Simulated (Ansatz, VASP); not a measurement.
# One calculation of WO, two programs

Contents of INCAR:

```
ALGO     = Normal         # electronic algorithm
EDIFF    = 1E-6           # SCF threshold, eV
ENCUT    = 520            # plane-wave cutoff, eV
GGA      = PE             # functional
ISIF     = 2              # what is computed and relaxed
ISMEAR   = 0              # smearing method
ISPIN    = 2              # spin polarisation
LASPH    = T              # aspherical terms in the spheres
LCHARG   = F              # write CHGCAR
LDAU     = T              # DFT+U
LDAUJ    = 0 0          
LDAUL    = 2 -1           # shell
LDAUPRINT= 1            
LDAUTYPE = 2            
LDAUU    = 6.2 0          # U, eV
LMAXMIX  = 4              # l up to which the mixer works
LORBIT   = 11             # projections on sites
LREAL    = F              # projectors in reciprocal space
LWAVE    = F              # write WAVECAR
MAGMOM   = 1 0            # initial moments
NBANDS   = 21             # bands
NELM     = 150            # most SCF steps
PREC     = Accurate       # precision mode
SIGMA    = 0.02           # smearing width, eV
```

Contents of KPOINTS:

```
k-points
0
Gamma
  10 10 10
```

POSCAR

```
WO
1.0
    0.0000000000      2.4128820753      2.4128820753
    2.4128820753      0.0000000000      2.4128820753
    2.4128820753      2.4128820753      0.0000000000
W O
1 1
Direct
    0.0000000000      0.0000000000      0.0000000000
    0.2500000000      0.2500000000      0.2500000000
```

Input for Ansatz:

```yaml
crystal:
  lattice:
    - [0.0, 2.4128820392, 2.4128820392]
    - [2.4128820392, 0.0, 2.4128820392]
    - [2.4128820392, 2.4128820392, 0.0]
  atoms:
    - { symbol: W, position: [0.0, 0.0, 0.0], spin: 1.0 }
    - { symbol: O, position: [0.25, 0.25, 0.25] }
basis:
  ecutwfc: 420
kpoints:
  mp_grid: { grid: [10, 10, 10] }
hamiltonian:
  xc: pbe
  hubbard: { sites: [{ species: W, l: d, u_eff: 6.2 }] }
scf:
  occupations: { method: gaussian, width: 0.02 }
output:
  forces: true
  stress: true
  eigenvalues: true
  populations: true
magnetization:
  spin_polarized: true
```

Alike in both runs: task single point; functional PBE; k mesh 10 × 10 × 10; occupations gaussian, width 0.02 eV; collinear spin; Hubbard terms W d U = 6.2 eV.

```csv
,VASP,Ansatz
version,VASP 6.6.1,Ansatz 0.2.0
potentials or method,"VASP PAW PBE potentials, release 64 (W_sv, O), cutoff 520 eV","scalar-relativistic, plane waves, PAW"
valence electrons in the cell,20,20
```

|  | VASP | Ansatz | Ansatz less VASP |
| --- | --- | --- | --- |
| gap on the k mesh at the Fermi level (eV) | 0.62 | 1.15 | +0.533 |
| least direct gap on the mesh (eV) | 1.09 | 1.45 | +0.353 |
| pressure (GPa) | 5.8 | 0.0 | -5.78 |
| net moment per atom (μB) | 1.00 | 1.00 | 0.000 |
| size of the moment on the site where the two differ most (μB) | 1.72 | 1.03 | -0.692 |

Site moments also hang on the region over which each program counts them. The programs project onto different local orbitals, so the same U acts differently, and such runs can settle in different states.

Neither program's run includes spin-orbit coupling.
